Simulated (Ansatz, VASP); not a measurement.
# Al2Cu: VASP beside Ansatz

```
CELL_PARAMETERS angstrom
-3.08670 3.08670 2.53895
3.08670 -3.08670 2.53895
3.08670 3.08670 -2.53895
ATOMIC_POSITIONS crystal
Al 0.15872 0.65872 0.81744
Al 0.65872 0.84128 0.50000
Al 0.84128 0.34128 0.18256
Al 0.34128 0.15872 0.50000
Cu 0.75000 0.75000 0.00000
Cu 0.25000 0.25000 0.00000
```

Alike in both runs: task single point; functional PBE; k mesh 10 × 10 × 10; occupations gaussian, width 0.15 eV; no spin polarisation.

|  | VASP | Ansatz |
| --- | --- | --- |
| version | VASP 6.6.1 | Ansatz 0.2.0 |
| potentials or method | VASP PAW PBE potentials, release 64 (Al, Cu), cutoff 520 eV | scalar-relativistic, plane waves, PAW |
| valence electrons in the cell | 34 | 50 |

```csv
,VASP,Ansatz,Ansatz less VASP
gap on the k mesh at the Fermi level (eV),none,none,-
pressure (GPa),-6.4,-6.5,-0.16
"traceless stress, the component that is largest in VASP (GPa)",-1.13,-1.17,-0.036
rms of the force components (eV/Å),0.032,0.033,+0.0015
```

Atom by atom the forces differ by 0.001 eV/Å (rms over components). A gap of «none» marks a metal or a gap that the smearing closes. VASP's potentials hold 34 valence electrons a cell and Ansatz's 50, so a difference there can come from the potentials and not from the codes.
